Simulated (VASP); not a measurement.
Set up this calculation in VASP 6.6.1, as the native input.

| Property | Result |
| --- | --- |
| Task | single point |
| Functional | PBEsol |
| Potentials or basis | VASP PAW PBE potentials, release 64 (Bi_d, Cs_sv) |
| Cutoff | 520 eV |
| k mesh | 2 × 2 × 2 |
| Occupations | fermi-dirac, width 0.05 eV |
| Spin | no spin polarisation |
| Dipole correction | no |
| Further INCAR settings | ALGO = Normal; EDIFF = 1e-07; NBANDS = 60 |

The structure of Cs2Bi (a cell with a defect) lies in POSCAR:

```
Cs2Bi
1.0
    5.0289594100      5.1500676100      0.0000000000
    5.0289594100     -5.1500676100      0.0000000000
    2.6563165200      0.0000000000     -9.7701234300
Bi Cs
3 6
Direct
    0.8947347162      0.3116994578      0.8330575410
    0.6905048183      0.1076439265      0.6657607805
    0.2014854768      0.8007915896      0.2494651186
    0.7345403577      0.6515843594      0.5225446778
    0.3507440200      0.2677926818      0.9763343389
    0.2310597754      0.3037421222      0.4708335604
    0.6985670134      0.7712448942      0.0280085510
    0.1665126609      0.8357700883      0.7494550148
    0.8237952340      0.1785013755      0.2494111786
```

The input as run:

INCAR

```
PREC = Accurate ; ENCUT = 520
EDIFF = 1E-7 ; ISMEAR = -1
SIGMA = 0.05 ; LREAL = F
LASPH = T ; NELM = 100
ALGO = Normal ; ISIF = 2
LWAVE = F ; LCHARG = T
GGA = PS ; LELF = T
LVHAR = T ; NBANDS = 60
```

KPOINTS

```
Automatic mesh
0
Gamma
  2 2 2
```

Potentials or basis: VASP PAW PBE potentials, release 64 (Bi_d, Cs_sv).

Run with:

```console
$ cat potpaw_PBE.64/Bi_d/POTCAR potpaw_PBE.64/Cs_sv/POTCAR > POTCAR
$ mpirun -np 1 vasp_std > vasp.out
```

It gave:

| Quantity | Value |
| --- | --- |
| Pressure | -0.6 GPa |
| Largest force | 0.011 eV/Å |

Caveat: the k points lie up to 0.44 Å⁻¹ apart; the PAW data sets were made with another functional, which shifts forces and pressure a little.

Run time: 5 min on 1 thread of Intel(R) Xeon(R) Platinum 8488C (Sapphire Rapids) (shared host), peak memory 0.61 GiB.
